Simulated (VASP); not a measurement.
Here is a VASP 6.6.1 calculation.

File POSCAR:

```
Ni
1.0
   -1.4310270181      1.4310270181      1.4310270181
    1.4310270181     -1.4310270181      1.4310270181
    1.4310270181      1.4310270181     -1.4310270181
Ni
1
Direct
    0.0000000000      0.0000000000      0.0000000000
```

INCAR.step1

```
PREC = Accurate
ENCUT = 520
ISMEAR = -1
SIGMA = 0.1
LREAL = F
LASPH = T
NELM = 100
NBANDS = 11
GGA = PE
ALGO = Normal
EDIFF = 1E-4
LWAVE = T
LCHARG = F
```

INCAR.step2

```
PREC = Accurate
ENCUT = 520
EDIFF = 1E-7
ISMEAR = -1
SIGMA = 0.1
LREAL = F
LASPH = T
NELM = 100
ALGO = Normal
ISIF = 2
LWAVE = F
LCHARG = F
METAGGA = R2SCAN
LMIXTAU = T
NBANDS = 11
ISTART = 1
```

The input KPOINTS:

```
Automatic mesh
0
Gamma
  18 18 18
```

Potentials or basis: VASP PAW PBE potentials, release 64 (Ni).

The run is started by

```bash
$ cat potpaw_PBE.64/Ni/POTCAR > POTCAR
$ cp INCAR.step1 INCAR
$ mpirun -np 1 vasp_std > vasp.out
$ cp INCAR.step2 INCAR
$ mpirun -np 1 vasp_std > vasp.out
```

(1) What does it give for the band gap on the k mesh?

(2) Estimate the pressure.

Answers

(1) zero (band 5 reaches 8.32 eV, above the bottom of band 6 at 7.31 eV).

(2) -18.8 GPa.

Caveat: the PAW data sets were made with another functional, which shifts forces and pressure a little; the run has no spin polarisation, though such a crystal can be magnetic.
